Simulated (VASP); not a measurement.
Here is a VASP 6.6.1 calculation.

File POSCAR:

```
SrCl2
1.0
    2.4567214836      1.4183888098      4.0153159317
   -2.4567214836      1.4183888098      4.0153159317
    0.0000000000     -2.8367776197      4.0153159316
Sr Cl
1 2
Direct
    0.0000000000      0.0000000000      0.0000000000
    0.2499511381      0.2499511381      0.2499511381
    0.7500488619      0.7500488619      0.7500488619
```

INCAR.step1

```
PREC = Accurate ; ENCUT = 550
ISMEAR = 0 ; SIGMA = 0.01
LREAL = F ; LASPH = T
NELM = 120 ; NBANDS = 19
GGA = PE ; ALGO = Normal
EDIFF = 1E-5 ; LWAVE = T
LCHARG = F ; GGA_COMPAT = F
```

INCAR.step2

```
PREC = Accurate ; ENCUT = 550
EDIFF = 1E-6 ; ISMEAR = 0
SIGMA = 0.01 ; LREAL = F
LASPH = T ; NELM = 120
ALGO = Normal ; ISIF = 2
LWAVE = F ; LCHARG = F
METAGGA = R2SCAN ; LMIXTAU = T
NBANDS = 19 ; ISTART = 1
GGA_COMPAT = F
```

The input KPOINTS:

```
Automatic mesh
0
Gamma
  4 4 4
```

Potentials or basis: VASP PAW PBE potentials, release 64 (Sr_sv, Cl).

Command:

```sh
$ cat potpaw_PBE.64/Sr_sv/POTCAR potpaw_PBE.64/Cl/POTCAR > POTCAR
$ cp INCAR.step1 INCAR
$ mpirun -np 1 vasp_std > vasp.out
$ cp INCAR.step2 INCAR
$ mpirun -np 1 vasp_std > vasp.out
```

Task: Estimate the pressure.

Result: 0.8 GPa.

Task: Estimate the band gap on the k mesh.

Result: 5.98 eV.

Caveat: the PAW data sets were made with another functional, which shifts forces and pressure a little. A k mesh can miss the band edges.
